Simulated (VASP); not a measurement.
CdS:

```
Cd S
1.0
     4.07965    0.00000    0.00000
    -2.03982    3.53308    0.00000
     0.00000    0.00000    6.62279
Cd S
2 2
Direct
  0.66667 0.33333 0.50000
  0.33333 0.66667 0.00000
  0.66667 0.33333 0.87500
  0.33333 0.66667 0.37500
```

```yaml
Program: VASP 6.6.1
Task: relaxation of cell and atoms
Functional: r2SCAN
Potentials_or_basis: VASP PAW PBE potentials, release 64 (Cd, S)
Cutoff: 720 eV
k_mesh: 6 × 6 × 4
Occupations: gaussian, width 0.03 eV
Spin: no spin polarisation
```

At the start: pressure 4.7 GPa; volume 23.86 Å³/atom.

Problem. How do energy, volume and symmetry change on relaxing?

Solution. Over 8 steps the energy falls by 23.3 meV/atom and the volume is 25.52 Å³/atom (+6.9 %); space group P6_3mc (No. 186, to 0.1 Å) before and after.

Step by step:
```
step  energy change (eV)  largest force (eV/Å)  pressure (GPa)  volume (Å³)
   1              0.0000                0.0809            4.74        95.46
   2             -0.0722                0.0058           -1.88       105.54
   3             -0.0931                0.0132            0.02       102.09
   4             -0.0931                0.0125           -0.08       102.22
   5             -0.0931                0.0095            0.02       102.05
   6             -0.0932                0.0094            0.03       102.05
   7             -0.0932                0.0074            0.02       102.06
   8             -0.0932                0.0015            0.00       102.09
```

Final structure:
```
CELL_PARAMETERS angstrom
4.16973 0.00000 0.00000
-2.08486 3.61109 0.00000
0.00000 0.00000 6.78004
ATOMIC_POSITIONS crystal
Cd 0.66667 0.33333 0.49916
Cd 0.33333 0.66667 0.99916
S 0.66667 0.33333 0.87584
S 0.33333 0.66667 0.37584
```

Caveat: the PAW data sets were made with another functional, which shifts forces and pressure a little.
